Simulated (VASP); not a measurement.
Wanted: the native input for a VASP 6.6.1 run.

```yaml
Task: relaxation of cell and atoms
Functional: PBE
Potentials_or_basis: VASP PAW PBE potentials, release 64 (K_sv)
Cutoff: 600 eV
k_mesh: 10 × 10 × 9
Occupations: fermi-dirac, width 0.05 eV
Spin: no spin polarisation
Target_pressure: 0.33 GPa
Dipole_correction: no
Further_INCAR_settings: ALGO = Normal; EDIFF = 1e-07; IBRION = 2; EDIFFG = -0.005; NSW = 32; ISIF = 3
```

The structure of K lies in POSCAR:

```
K
1.0
    4.4205093239      0.0000000000      0.0000000000
   -2.2102546619      3.8282733721      0.0000000000
    0.0000000000      0.0000000000      4.1465240773
K
1
Direct
    0.0000000000      0.0000000000      0.0000000000
```

This isn't the form of K at room conditions, which is bcc.

These files were run (other wordings do the same):

INCAR

```
SYSTEM = K
PREC = Accurate ; ENCUT = 600
EDIFF = 1E-7 ; ISMEAR = -1
SIGMA = 0.05 ; LREAL = .False.
LASPH = .True. ; NELM = 100
ALGO = Normal ; ISIF = 3
LWAVE = .False. ; LCHARG = .False.
GGA = PE ; IBRION = 2
NSW = 32 ; EDIFFG = -0.005
PSTRESS = 3.3000000000000003
```

KPOINTS

```
Automatic mesh
0
Gamma
  10 10 9
  0 0 0
```

Potentials or basis: VASP PAW PBE potentials, release 64 (K_sv).

Run with:

```console
$ cat potpaw_PBE.64/K_sv/POTCAR > POTCAR
$ mpirun -np 1 vasp_std > vasp.out
```

It gave:

```json
{"Pressure after relaxing": "0.3 GPa", "Band gap on the k mesh": "zero (an odd number of electrons rules out a gap without spin polarisation)"}
```

Caveat: the cell is relaxed towards a set pressure, so the run minimises the enthalpy, not the energy.

Run time: 58 s on 1 thread of Intel Xeon 8259CL, with other jobs on the host, peak memory 0.22 GiB.
